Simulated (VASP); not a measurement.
Ir, 1 atom in the cell. The structure is cubic, space group Fm-3m (No. 225). The conventional cell has a = 3.872 Å, b = 3.872 Å, c = 3.872 Å, α = 90.00°, β = 90.00°, γ = 90.00°. Within 3.6 Å of Ir (site symmetry m-3m) lie 12 Ir at 2.74 Å. 

| Item | Value |
| --- | --- |
| Program | VASP 6.6.1 |
| Task | single point |
| Functional | PBE |
| Potentials or basis | VASP PAW PBE potentials, release 64 (Ir) |
| Cutoff | 520 eV |
| k mesh | 7 × 7 × 7 |
| Occupations | fermi-dirac, width 0.1 eV |
| Spin | no spin polarisation |
| Dipole correction | no |
| Further INCAR settings | ALGO = Normal; EDIFF = 1e-07; NBANDS = 10 |

Potentials or basis: VASP PAW PBE potentials, release 64 (Ir).

Launch:

```console
$ cat potpaw_PBE.64/Ir/POTCAR > POTCAR
$ mpirun -np 1 vasp_std > vasp.out
```

Hardware: 1 thread of Intel Xeon 8259CL, on a shared host.

Estimate the wall time of this run.

Run time: 7.9 s on 1 thread of Intel Xeon 8259CL, with other jobs on the host, peak memory 0.12 GiB. Counts: scf iterations 12, k points 20.
